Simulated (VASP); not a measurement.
AlSi2Cl: single point with PBE

The system is AlSi2Cl.

```
Al Si Cl
1.0
     3.85286    0.00000    0.00000
    -1.92643    3.33668    0.00000
     0.00000    0.00000    5.05553
Al Si Cl
1 2 1
Direct
  0.66667 0.33333 0.50000
  0.00000 0.00000 0.74682
  0.00000 0.00000 0.25318
  0.33333 0.66667 0.00000
```

This cell differs from its parent crystal: volume scaled by 1.04.

- Program: VASP 6.6.1
- Task: single point
- Functional: PBE
- Potentials or basis: VASP PAW PBE potentials, release 64 (Al, Si, Cl)
- Cutoff: 520 eV
- k mesh: 8 × 8 × 6
- Occupations: fermi-dirac, width 0.05 eV
- Spin: no spin polarisation

The pressure is 16.3 GPa and the largest force is 0.908 eV/Å. The band gap on the k mesh is zero (band 9 reaches 8.17 eV, above the bottom of band 10 at 7.44 eV).

Forces in eV/Å, atoms in the order of the input:
```
Al   0.000  0.000  0.000
Si   0.000  0.000 -0.908
Si   0.000  0.000  0.908
Cl   0.000  0.000  0.000
```

Stress tensor (GPa, compression positive):
```
19.35  0.00  0.00
 0.00 19.35  0.00
 0.00  0.00 10.33
```

Levels at points of the mesh, in eV from the Fermi level:
| k point | band 5 | band 6 | band 7 | band 8 | band 9 | band 10 | band 11 | band 12 | band 13 | band 14 |
| --- | --- | --- | --- | --- | --- | --- | --- | --- | --- | --- |
| (0.00, 0.00, 0.00) | -5.41 | -3.64 | -0.82 | -0.59 | -0.59 | 2.24 | 3.19 | 3.19 | 4.91 | 4.91 |
| (0.50, 0.00, 0.00) | -6.28 | -5.22 | -4.17 | -1.04 | -0.34 | 0.78 | 1.53 | 2.21 | 5.33 | 7.65 |
| (0.00, 0.00, 0.50) | -5.34 | -4.45 | -0.09 | -0.09 | -0.01 | 1.31 | 1.31 | 3.02 | 3.37 | 3.37 |
| (0.50, 0.00, 0.50) | -6.11 | -3.22 | -3.09 | -1.72 | 0.07 | 2.08 | 2.30 | 2.88 | 3.68 | 6.49 |

Run time: 21 s on 1 thread of Intel(R) Xeon(R) 6975P-C (Granite Rapids) (shared host), peak memory 0.19 GiB.
